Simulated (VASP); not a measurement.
# Bi (R-3m) in VASP: further runs, part 2 of 2

VASP 6.6.1. The steps go on from the part before.

**6. Single point, r2SCAN**

Contents of POSCAR:

```
Bi
1.0
    2.2673427694      1.3090509583      3.8817322408
   -2.2673427694      1.3090509583      3.8817322408
    0.0000000000     -2.6181019165      3.8817322408
Bi
2
Direct
    0.2371283440      0.2371283440      0.2371283440
    0.7628716560      0.7628716560      0.7628716560
```

Contents of INCAR.step1:

```
SYSTEM = Bi
ALGO     = Normal         ! electronic algorithm
EDIFF    = 1E-4           ! SCF threshold, eV
ENCUT    = 520            ! plane-wave cutoff, eV
GGA      = PE             ! functional
ISMEAR   = 0              ! smearing method
LASPH    = .TRUE.         ! aspherical terms in the spheres
LCHARG   = .FALSE.        ! write CHGCAR
LREAL    = .FALSE.        ! projectors in reciprocal space
LWAVE    = .TRUE.         ! write WAVECAR
NBANDS   = 22             ! bands
NELM     = 100            ! most SCF steps
PREC     = Accurate       ! precision mode
SIGMA    = 0.1            ! smearing width, eV
```

Contents of INCAR.step2:

```
SYSTEM = Bi
ALGO     = Normal         ! electronic algorithm
EDIFF    = 1E-6           ! SCF threshold, eV
ENCUT    = 520            ! plane-wave cutoff, eV
ISIF     = 2              ! what is computed and relaxed
ISMEAR   = 0              ! smearing method
ISTART   = 1            
LASPH    = .TRUE.         ! aspherical terms in the spheres
LCHARG   = .FALSE.        ! write CHGCAR
LMIXTAU  = .TRUE.       
LREAL    = .FALSE.        ! projectors in reciprocal space
LWAVE    = .FALSE.        ! write WAVECAR
METAGGA  = R2SCAN         ! meta-GGA
NBANDS   = 22             ! bands
NELM     = 100            ! most SCF steps
PREC     = Accurate       ! precision mode
SIGMA    = 0.1            ! smearing width, eV
```

Contents of KPOINTS:

```
k-points
0
G
  12 12 12
  0 0 0
```

Potentials or basis: VASP PAW PBE potentials, release 64 (Bi_d).

Run with:

```console
$ cat potpaw_PBE.64/Bi_d/POTCAR > POTCAR
$ cp INCAR.step1 INCAR
$ mpirun -np 1 vasp_std > vasp.out
$ cp INCAR.step2 INCAR
$ mpirun -np 1 vasp_std > vasp.out
```

OUTCAR:

```text
SYSTEM = Bi
   EDIFF = 1E-6
   ENCUT = 520
   ISIF = 2
   ISMEAR = 0
   ISTART = 1
   LASPH = .TRUE.
   LREAL = .FALSE.
   METAGGA = R2SCAN
   NELM = 100
   PREC = Accurate

 ion  position               nearest neighbor table
   1  0.237  0.237  0.237-   2 3.09   2 3.09   2 3.09   2 3.45   2 3.45   2 3.45
   2  0.763  0.763  0.763-   1 3.09   1 3.09   1 3.09   1 3.45   1 3.45   1 3.45

  LATTYP: Found a trigonal (rhomboedric) cell.
 ALAT       =     4.6821258884
 COS(alpha) =     0.5309942324

[... 790 lines left out ...]

  FORCE on cell =-STRESS in cart. coord.  units (eV):
  Direction    XX          YY          ZZ          XY          YZ          ZX
  --------------------------------------------------------------------------------------
  -------------------------------------------------------------------------------------
  Total        0.4750005      0.4750005      0.6406386      0.0000000      0.0000000      0.0000000
  in kB       11.0091581     11.0091581     14.8481762      0.0000000      0.0000000      0.0000000
  external PRESSURE =      12.2888308 kB  Pullay stress =       0.0000000 kB

 VOLUME and BASIS-vectors are now :
 -----------------------------------------------------------------------------
  energy-cutoff  :      520.00
  volume of cell :       69.13
      direct lattice vectors                 reciprocal lattice vectors
     2.267342769  1.309050958  3.881732241     0.220522458  0.127318700  0.085872315
    -2.267342769  1.309050958  3.881732241    -0.220522458  0.127318700  0.085872315
     0.000000000 -2.618101917  3.881732241     0.000000000 -0.254637401  0.085872315

 POSITION                                       TOTAL-FORCE (eV/Angst)
 -----------------------------------------------------------------------------------
      0.00000      0.00000      2.76141         0.000000     -0.000000     -0.177374
      0.00000      0.00000      8.88379         0.000000      0.000000      0.177374
 -----------------------------------------------------------------------------------
    total drift:                               -0.000000     -0.000000      0.000000

  FREE ENERGIE OF THE ION-ELECTRON SYSTEM (eV)
  ---------------------------------------------------
  free  energy   TOTEN  =      -116.9734777021 eV

  energy  without entropy=     -116.9724949069  energy(sigma->0) =     -116.97298630
```

OSZICAR.step1:

```text
N       E                     dE             d eps       ncg     rms          rms(c)
DAV:   1     0.307176510536E+03    0.30718E+03   -0.16257E+04  8322   0.165E+03
DAV:   2     0.180806383777E+02   -0.28910E+03   -0.28208E+03  8418   0.434E+02
DAV:   3    -0.685628999598E+01   -0.24937E+02   -0.24638E+02 10092   0.142E+02
DAV:   4    -0.771199158903E+01   -0.85570E+00   -0.85528E+00 10348   0.289E+01
DAV:   5    -0.774716648799E+01   -0.35175E-01   -0.35174E-01 11896   0.526E+00    0.101E+00
DAV:   6    -0.774512365514E+01    0.20428E-02   -0.16234E-02 11070   0.137E+00    0.608E-01
DAV:   7    -0.774543485189E+01   -0.31120E-03   -0.10608E-02 10622   0.119E+00    0.110E-01
DAV:   8    -0.774562321846E+01   -0.18837E-03   -0.13453E-03  9810   0.408E-01    0.206E-02
DAV:   9    -0.774564041731E+01   -0.17199E-04   -0.38724E-05  6288   0.551E-02
   1 F= -.77456404E+01 E0= -.77450602E+01  d E =-.116039E-02
```

It took 10 min on 1 thread of AMD EPYC 9R45 (Zen 5), shared host; peak memory 0.34 GiB.

Results:

```
Free energy            : -116.9735 eV
Pressure               : 1.2 GPa
Largest force          : 0.177 eV/Å
Band gap on the k mesh : zero (band 15 reaches 6.38 eV, above the bottom of band 16 at 6.29 eV)
```

Forces on the atoms (eV/Å):
```
Bi   0.000  0.000 -0.177
Bi   0.000  0.000  0.177
```

Stress tensor (GPa, compression positive):
```
1.10 0.00 0.00
0.00 1.10 0.00
0.00 0.00 1.48
```

Levels at points of the mesh, in eV from the Fermi level:
| k point | band 11 | band 12 | band 13 | band 14 | band 15 | band 16 | band 17 | band 18 | band 19 | band 20 |
| --- | --- | --- | --- | --- | --- | --- | --- | --- | --- | --- |
| (0.00, 0.00, 0.00) | -13.73 | -7.54 | -1.63 | -1.39 | -1.39 | 2.89 | 3.19 | 3.19 | 5.98 | 6.12 |
| (0.50, 0.00, 0.00) | -11.60 | -11.04 | -1.21 | -1.12 | -0.21 | -0.13 | 0.48 | 0.84 | 8.31 | 9.06 |
| (0.50, 0.50, 0.00) | -11.73 | -9.73 | -5.04 | -3.29 | -3.16 | 2.77 | 5.28 | 5.69 | 7.33 | 10.34 |
| (0.50, 0.50, 0.50) | -12.22 | -10.52 | -0.67 | -0.61 | -0.61 | 0.54 | 0.54 | 0.68 | 7.85 | 9.55 |

Caveat: the PAW data sets were made with another functional, which shifts forces and pressure a little; spin-orbit coupling is left out, which moves the levels of the heavy elements.

**7. Overview**

| level | cell | gap on the mesh (eV) | pressure (GPa) | largest force (eV/Å) |
| --- | --- | --- | --- | --- |
| PBE+D3(BJ) | a = 4.682 Å, angles 57.9°, 2 atoms | none | 0.0 | 0.01 |
| PBE+D3(BJ) | a = 4.729 Å, angles 57.3°, 2 atoms | none | -0.5 | - |
| PBEsol | a = 4.682 Å, angles 57.9°, 2 atoms | none | -0.4 | 0.04 |
| r2SCAN | a = 4.682 Å, angles 57.9°, 2 atoms | none | 1.2 | 0.18 |

Alike in all rows: task single point; potentials or basis VASP PAW PBE potentials, release 64 (Bi_d); no spin polarisation; k mesh 12 × 12 × 12; cutoff (eV) 520; smearing gaussian 0.1 eV.

Every run on the cell as given and a fine mesh finds a metal. The pressure there spans -0.4 GPa (PBEsol) to 1.2 GPa (r2SCAN); a positive pressure means that this level wants a larger cell, a negative one a smaller.

Caveats: spin-orbit coupling is left out, which moves the levels of the heavy elements; pairwise dispersion overbinds metals, which lowers pressure and volume (some runs); the PAW data sets were made with another functional, which shifts forces and pressure a little (some runs).

Absolute energies hang on the potentials; compare differences alone.
